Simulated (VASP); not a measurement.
# AlGa5N6 (an interface model) in VASP: notebook

AlGa5N6 (an interface model) is run at these levels: PBEsol; tasks: single point.

Everything below comes from runs of VASP 6.6.1. Logs are shortened: lines on timing, memory, paths and dates and some standing lists are left out, and cuts for length are marked.

### 1 The cell of the first run

The cell holds layers of an interface, 24 atoms: a = 3.181 Å, b = 3.181 Å, c = 30.921 Å, α = 90.00°, β = 90.00°, γ = 120.00°.

### 2 Single point, PBEsol

INCAR reads:

```
ALGO = Normal
EDIFF = 1E-6
ENCUT = 520
GGA = PS
GGA_COMPAT = False
ISIF = 2
ISMEAR = -1
LASPH = True
LCHARG = False
LREAL = False
LWAVE = False
NBANDS = 116
NELM = 120
PREC = Accurate
SIGMA = 0.05
```

KPOINTS reads:

```
k-points
0
Gamma
  6 6 1
```

POSCAR reads:

```
AlGa5N6
1.0
    2.2490600000     -2.2490600000      0.0000000000
    0.0000000000      2.2490600000     -2.2490600000
   17.8520180000     17.8520180000     17.8520180000
Ga N Al
10 12 2
Direct
    0.0000000000      0.0000000000      0.0000000000
    0.0000000000      0.0000000000      0.2519670000
    0.0000000000      0.0000000000      0.5039340000
    0.0000000000      0.0000000000      0.7559010000
    0.3333330000      0.6666670000      0.0839890000
    0.3333330000      0.6666670000      0.3359560000
    0.3333330000      0.6666670000      0.5879230000
    0.6666670000      0.3333330000      0.1679780000
    0.6666670000      0.3333330000      0.4199450000
    0.6666670000      0.3333330000      0.6719120000
    0.0000000000      0.0000000000      0.0629920000
    0.0000000000      0.0000000000      0.3149590000
    0.0000000000      0.0000000000      0.5669260000
    0.0000000000      0.0000000000      0.8188930000
    0.3333330000      0.6666670000      0.1469810000
    0.3333330000      0.6666670000      0.3989480000
    0.3333330000      0.6666670000      0.6509150000
    0.3333330000      0.6666670000      0.8999310000
    0.6666670000      0.3333330000      0.2309700000
    0.6666670000      0.3333330000      0.4829370000
    0.6666670000      0.3333330000      0.7349040000
    0.6666670000      0.3333330000      0.9799860000
    0.3333330000      0.6666670000      0.8398900000
    0.6666670000      0.3333330000      0.9199450000
```

Potentials or basis: VASP PAW PBE potentials, release 64 (Ga_d, N, Al).

Run with:

```console
$ cat potpaw_PBE.64/Ga_d/POTCAR potpaw_PBE.64/N/POTCAR potpaw_PBE.64/Al/POTCAR > POTCAR
$ mpirun -np 1 vasp_std > vasp.out
```

OUTCAR:

```text
EDIFF = 1E-6
   ENCUT = 520
   GGA = PS
   ISIF = 2
   ISMEAR = -1
   LASPH = True
   LREAL = False
   NELM = 120
   PREC = Accurate

 ion  position               nearest neighbor table
   1  0.000  0.000  0.000-  22 1.94  22 1.94  22 1.94  11 1.95  24 3.08  24 3.08  24 3.08
   2  0.000  0.000  0.252-  19 1.95  19 1.95  19 1.95  12 1.95
   3  0.000  0.000  0.504-  20 1.95  20 1.95  20 1.95  13 1.95
   4  0.000  0.000  0.756-  21 1.95  21 1.95  21 1.95  14 1.95
   5  0.333  0.667  0.084-  11 1.95  11 1.95  11 1.95  15 1.95
   6  0.333  0.667  0.336-  12 1.95  12 1.95  12 1.95  16 1.95
   7  0.333  0.667  0.588-  13 1.95  13 1.95  13 1.95  17 1.95
[... 13 lines left out ...]
  21  0.667  0.333  0.735-   4 1.95   4 1.95   4 1.95  10 1.95
  22  0.667  0.333  0.980-  24 1.86   1 1.94   1 1.94   1 1.94
  23  0.333  0.667  0.840-  18 1.86  14 1.95  14 1.95  14 1.95  24 3.08  24 3.08  24 3.08
  24  0.667  0.333  0.920-  22 1.86  18 1.94  18 1.94  18 1.94   1 3.08  23 3.08  23 3.08   1 3.08
                             1 3.08  23 3.08

  LATTYP: Found a hexagonal cell.
 ALAT       =     3.1806511546
 C/A-ratio  =     9.7214691869

  Lattice vectors:

 A1 = (   2.2490600000,  -2.2490600000,   0.0000000000)
 A2 = (   0.0000000000,   2.2490600000,  -2.2490600000)
 A3 = (  17.8520180000,  17.8520180000,  17.8520180000)

Analysis of symmetry for initial positions (statically):
=====================================================================
 Subroutine PRICEL returns:
 Original cell was already a primitive cell.

 Routine SETGRP: Setting up the symmetry group for a
 hexagonal supercell.

 Subroutine GETGRP returns: Found  6 space group operations
 (whereof  6 operations were pure point group operations)
 out of a pool of 24 trial point group operations.

The static configuration has the point symmetry C_3v.

Analysis of symmetry for dynamics (positions and initial velocities):
=====================================================================
 Subroutine PRICEL returns:
 Original cell was already a primitive cell.

 Routine SETGRP: Setting up the symmetry group for a
 hexagonal supercell.

 Subroutine GETGRP returns: Found  6 space group operations
 (whereof  6 operations were pure point group operations)
 out of a pool of 24 trial point group operations.

The dynamic configuration has the point symmetry C_3v.

 Subroutine INISYM returns: Found  6 space group operations
 (whereof  6 operations are pure point group operations),
 and found     1 'primitive' translations

----------------------------------------------------------------------------------------

                                     Primitive cell

  volume of cell :     270.9010

  direct lattice vectors                    reciprocal lattice vectors
     2.249060000 -2.249060000  0.000000000     0.296420134 -0.148210067 -0.148210067
     0.000000000  2.249060000 -2.249060000     0.148210067  0.148210067 -0.296420134
    17.852018000 17.852018000 17.852018000     0.018672025  0.018672025  0.018672025

  length of vectors
     3.180651155  3.180651155 30.920602194     0.363039039  0.363039039  0.032340897

  position of ions in fractional coordinates (direct lattice)
     0.000000000  0.000000000  0.000000000
     0.000000000  0.000000000  0.251967000
     0.000000000  0.000000000  0.503934000
     0.000000000  0.000000000  0.755901000
     0.333333000  0.666667000  0.083989000
     0.333333000  0.666667000  0.335956000
[... 16 lines left out ...]
     0.333333000  0.666667000  0.839890000
     0.666667000  0.333333000  0.919945000

  ion indices of the primitive-cell ions
   primitive index   ion index
                 1           1
                 2           2
                 3           3
                 4           4
                 5           5
                 6           6
[... 16 lines left out ...]
                23          23
                24          24

----------------------------------------------------------------------------------------

 KPOINTS: k-points

Automatic generation of k-mesh.
 Grid dimensions read from file:
 generate k-points for:    6    6    1

 Generating k-lattice:

  Cartesian coordinates                     Fractional coordinates (reciprocal lattice)
     0.049403356 -0.024701678 -0.024701678     0.166666667  0.000000000  0.000000000
     0.024701678  0.024701678 -0.049403356     0.000000000  0.166666667  0.000000000
     0.018672025  0.018672025  0.018672025     0.000000000  0.000000000  1.000000000

  Length of vectors
     0.060506506  0.060506506  0.032340897

  Shift w.r.t. Gamma in fractional coordinates (k-lattice)
     0.000000000  0.000000000  0.000000000

 Subroutine IBZKPT returns following result:
 ===========================================

 Found      7 irreducible k-points:

 Following reciprocal coordinates:
            Coordinates               Weight
  0.000000  0.000000  0.000000      1.000000
  0.166667  0.000000  0.000000      6.000000
  0.333333  0.000000  0.000000      6.000000
  0.500000  0.000000  0.000000      3.000000
  0.166667  0.166667  0.000000      6.000000
  0.333333  0.166667 -0.000000     12.000000
  0.333333  0.333333  0.000000      2.000000
   k-points           NKPTS =      7   k-points in BZ     NKDIM =      7   number of bands    NBANDS=    116
   number of dos      NEDOS =    301   number of ions     NIONS =     24
   total plane-waves  NPLWV = 138240
   dimension x,y,z NGX =    24 NGY =   24 NGZ =  240
   dimension x,y,z NGXF=    48 NGYF=   48 NGZF=  480
   ions per type =              10  12   2
   NGX,Y,Z   is equivalent  to a cutoff of  12.54, 12.54, 12.90 a.u.
   NGXF,Y,Z  is equivalent  to a cutoff of  25.09, 25.09, 25.81 a.u.
 SYSTEM =  unknown system
   PREC   = accura    normal or accurate (medium, high low for compatibility)
   ISTART =      0    job   : 0-new  1-cont  2-samecut
   ICHARG =      2    charge: 1-file 2-atom 10-const
   ISPIN  =      1    spin polarized calculation?
   LNONCOLLINEAR =      F non collinear calculations
   LSORBIT =      F    spin-orbit coupling
   LASPH  =      T    aspherical Exc in radial PAW
   ENCUT  =  520.0 eV  38.22 Ry    6.18 a.u.   5.91  5.91 57.49*2*pi/ulx,y,z
   NELM   =    120;   NELMIN=  2; NELMDL= -5     # of ELM steps
   EDIFF  = 0.1E-05   stopping-criterion for ELM
   LREAL  =      F    real-space projection
   EDIFFG = 0.1E-04   stopping-criterion for IOM
   NSW    =      0    number of steps for IOM
   IBRION =     -1    ionic relax: 0-MD 1-quasi-New 2-CG
   NFREE  =      0    steps in history (QN), initial steepest desc. (CG)
   ISIF   =      2    stress and relaxation
   ISYM   =      2    0-nonsym 1-usesym 2-fastsym
   POTIM  = 0.5000    time-step for ionic-motion
   TEBEG  =    0.0;   TEEND  =   0.0 temperature during run
   PSTRESS=    0.0 pullay stress
   NELECT =     196.0000    total number of electrons
   NUPDOWN=      -1.0000    fix difference up-down
   EMIN   =  10.00;   EMAX   =-10.00  energy-range for DOS
   EFERMI =   0.00;   METHOD = LEGACY
   ISMEAR =    -1;   SIGMA  =   0.05  broadening in eV -4-tet -1-fermi 0-gaus
   EFERMI_NEDOS =   21; number of points for ismear=-14 and -15
   IALGO  =     38    algorithm
   IMIX   =      4    mixing-type and parameters
     AMIX     =   0.40;   BMIX     =  1.00
     AMIX_MAG =   1.60;   BMIX_MAG =  1.00
  volume/ion in A,a.u.               =      11.29        76.17
  Fermi-wavevector in a.u.,A,eV,Ry     =   1.469682  2.777296 29.388101  2.159964
  Thomas-Fermi vector in A             =   2.585030
   LORBIT       =      0    0 simple, 1 ext, 2 COOP (PROOUT), +10 PAW based schemes
   GGA     = PS    functional components
   LHFCALC =     F    Hartree Fock is set to
   AEXX    =    0.0000 exact exchange contribution
   IVDW    =     0    specifies the selected vdW correction
   LEPSILON=     F    determine dielectric tensor
   LRPA    =     F    only Hartree local field effects (RPA)
 non-spin polarized calculation
  energy-cutoff  :      520.00
  volume of cell :      270.90
 maximum number of plane-waves:      7333
 NGX is ok and might be reduce to    24
   NGX = 11   NGY = 11   NGZ =115

 number of electron     196.0000008 magnetization

 Free energy of the ion-electron system (eV)
  ---------------------------------------------------
  ext. energy  EPLUGINS =         0.00000000
  ---------------------------------------------------
  free energy    TOTEN  =      -162.27847279 eV

  energy without entropy =     -162.27847278  energy(sigma->0) =     -162.27847278

 E-fermi :   6.3690     XC(G=0): -11.7765

 val. band max:        5.4526765511   @ k =   0.0000   0.0000   0.0000
 cond. band min:       7.2426659165   @ k =   0.0000   0.0000   0.0000
 fundamental gap:      1.7899893654
 Fermi energy:         6.3690316289

 k-point     1 :       0.0000    0.0000    0.0000
  band No.  band energies     occupation
      1     -10.6816      2.00000
      2     -10.5152      2.00000
      3     -10.4123      2.00000
      4     -10.2726      2.00000
      5     -10.1649      2.00000
      6      -9.9822      2.00000
[... 102 lines left out ...]
    109      10.1253      0.00000
    110      10.9290      0.00000

 k-point     2 :       0.1667    0.0000    0.0000
  band No.  band energies     occupation
      1     -10.4172      2.00000
      2     -10.2605      2.00000
      3     -10.1645      2.00000
      4     -10.0530      2.00000
      5      -9.9577      2.00000
      6      -9.8258      2.00000
[... 557 lines left out ...]
 k-point     7 :       0.3333    0.3333    0.0000
  band No.  band energies     occupation
      1      -9.6887      2.00000
      2      -9.5946      2.00000
      3      -9.5377      2.00000
      4      -9.5040      2.00000
      5      -9.4712      2.00000
      6      -9.4388      2.00000
[... 102 lines left out ...]
    109      11.7834      0.00000
    110      11.7976      0.00000
 [bands above 110 left out]

------------------------ aborting loop because EDIFF is reached ----------------------------------------

  FORCE on cell =-STRESS in cart. coord.  units (eV):
  Direction    XX          YY          ZZ          XY          YZ          ZX
  --------------------------------------------------------------------------------------
  -------------------------------------------------------------------------------------
  Total       -1.8817038     -1.8817038     -1.8817038      1.6755896      1.6755896      1.6755896
  in kB      -11.1288728    -11.1288728    -11.1288728      9.9098618      9.9098618      9.9098618
  external PRESSURE =     -11.1288728 kB  Pullay stress =       0.0000000 kB

 VOLUME and BASIS-vectors are now :
 -----------------------------------------------------------------------------
  energy-cutoff  :      520.00
  volume of cell :      270.90
      direct lattice vectors                 reciprocal lattice vectors
     2.249060000 -2.249060000  0.000000000     0.296420134 -0.148210067 -0.148210067
     0.000000000  2.249060000 -2.249060000     0.148210067  0.148210067 -0.296420134
    17.852018000 17.852018000 17.852018000     0.018672025  0.018672025  0.018672025

 POSITION                                       TOTAL-FORCE (eV/Angst)
 -----------------------------------------------------------------------------------
      0.00000      0.00000      0.00000         0.357080      0.357080      0.357080
      4.49812      4.49812      4.49812         0.019013      0.019013      0.019013
      8.99624      8.99624      8.99624         0.018623      0.018623      0.018623
     13.49436     13.49436     13.49436         0.029263      0.029263      0.029263
      2.24906      2.24906     -0.00000         0.025595      0.025595      0.025595
      6.74718      6.74718      4.49812         0.018828      0.018828      0.018828
[... 16 lines left out ...]
     15.74342     15.74342     13.49436        -0.776969     -0.776969     -0.776969
     17.92225     15.67319     15.67319        -0.413398     -0.413398     -0.413398
 -----------------------------------------------------------------------------------
    total drift:                                0.000576      0.000195      0.000586

  FREE ENERGIE OF THE ION-ELECTRON SYSTEM (eV)
  ---------------------------------------------------
  free  energy   TOTEN  =      -162.2784727854 eV

  energy  without entropy=     -162.2784727826  energy(sigma->0) =     -162.27847278
```

Wall time 7 min (1 thread of Oxide Virtual Turin-like, shared host); peak memory 0.4 GiB.

What came out:

* Free energy: -162.2785 eV
* Pressure: -1.1 GPa
* Largest force: 1.346 eV/Å
* Band gap on the k mesh: 1.79 eV

Forces on the atoms (eV/Å):
```
Ga   0.357  0.357  0.357
Ga   0.019  0.019  0.019
Ga   0.019  0.019  0.019
Ga   0.029  0.029  0.029
Ga   0.026  0.026  0.026
Ga   0.019  0.019  0.019
Ga   0.019  0.019  0.019
Ga   0.020  0.020  0.020
Ga   0.019  0.019  0.019
Ga   0.019  0.019  0.019
N   -0.022 -0.022 -0.022
N   -0.019 -0.019 -0.019
N   -0.019 -0.019 -0.019
N    0.434  0.434  0.434
N   -0.021 -0.021 -0.021
N   -0.019 -0.019 -0.019
N   -0.019 -0.019 -0.019
N    0.428  0.428  0.428
N   -0.019 -0.019 -0.019
N   -0.019 -0.019 -0.019
N   -0.045 -0.045 -0.045
N   -0.015 -0.015 -0.015
Al  -0.777 -0.777 -0.777
Al  -0.413 -0.413 -0.413
```

Levels at points of the mesh, in eV from the valence-band top:
| k point | band 96 | band 97 | band 98 | band 99 | band 100 | band 101 |
| --- | --- | --- | --- | --- | --- | --- |
| (0.00, 0.00, 0.00) | -0.12 | 0.00 | 0.00 | 1.79 | 2.36 | 2.54 |
| (0.50, 0.00, 0.00) | -1.14 | -1.04 | -0.98 | 2.76 | 3.37 | 3.53 |

Caveat: the PAW data sets were made with another functional, which shifts forces and pressure a little.

(Part 1 of 2 ends here.)
